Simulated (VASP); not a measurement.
Wanted: the native input for a VASP 6.6.1 run.

```
Task                   : relaxation of the atoms
Functional             : PBE
Potentials or basis    : VASP PAW PBE potentials, release 64 (C, H)
Cutoff                 : 520 eV
k mesh                 : 6 × 6 × 6
Occupations            : gaussian, width 0.1 eV
Spin                   : no spin polarisation
Dipole correction      : no
Further INCAR settings : LREAL = Auto; ALGO = Fast; EDIFF = 1e-06; IBRION = 2; EDIFFG = -0.025; NSW = 65
```

The structure of HC16 (a cell with a defect) lies in POSCAR:

```
HC16
1.0
   -4.9330325621      0.0000000000      0.0000000000
   -2.4665162811     -4.2721315165      0.0000000000
   -2.4665162811     -1.4240438388      8.5756696909
C H
16 1
Direct
    0.5824380711      0.5824380711      0.7526857867
    0.0824380711      0.5824380711      0.7526857867
    0.5824380711      0.0824380711      0.7526857867
    0.0824380711      0.0824380711      0.7526857867
    0.2491081506      0.2491081506      0.7526755483
    0.7491081506      0.2491081506      0.7526755483
    0.2491081506      0.7491081506      0.7526755483
    0.7491081506      0.7491081506      0.7526755483
    0.7508918494      0.7508918494      0.2473244517
    0.2508918494      0.7508918494      0.2473244517
    0.7508918494      0.2508918494      0.2473244517
    0.2508918494      0.2508918494      0.2473244517
    0.4175619289      0.4175619289      0.2473142133
    0.9175619289      0.4175619289      0.2473142133
    0.4175619289      0.9175619289      0.2473142133
    0.9175619289      0.9175619289      0.2473142133
    0.5000000000      0.5000000000      0.5000000000
```

This cell differs from its parent crystal: with an interstitial atom.

The input as run:

INCAR

```
SYSTEM = HC16
ALGO = Fast
EDIFF = 1E-6
EDIFFG = -0.025
ENCUT = 520
GGA = PE
IBRION = 2
ISIF = 2
ISMEAR = 0
LASPH = .True.
LCHARG = .False.
LREAL = Auto
LWAVE = .False.
NELM = 60
NSW = 65
PREC = Accurate
SIGMA = 0.1
```

KPOINTS

```
k-points
0
Gamma
  6 6 6
  0 0 0
```

Potentials or basis: VASP PAW PBE potentials, release 64 (C, H).

Command:

```sh
$ cat potpaw_PBE.64/C/POTCAR potpaw_PBE.64/H/POTCAR > POTCAR
$ mpirun -np 1 vasp_std > vasp.out
```

It gave:

The energy gained by relaxing is 3.0 meV/atom and the ionic steps are 29. The pressure after relaxing is 0.1 GPa. The largest force after relaxing is 0.020 eV/Å. The band gap on the k mesh is zero (an odd number of electrons rules out a gap without spin polarisation).

Caveat: the cell differs from its parent crystal (with an interstitial atom).

Wall time 2.2 h on 1 thread of Oxide Virtual Turin-like Processor (shared host), peak memory 0.38 GiB.
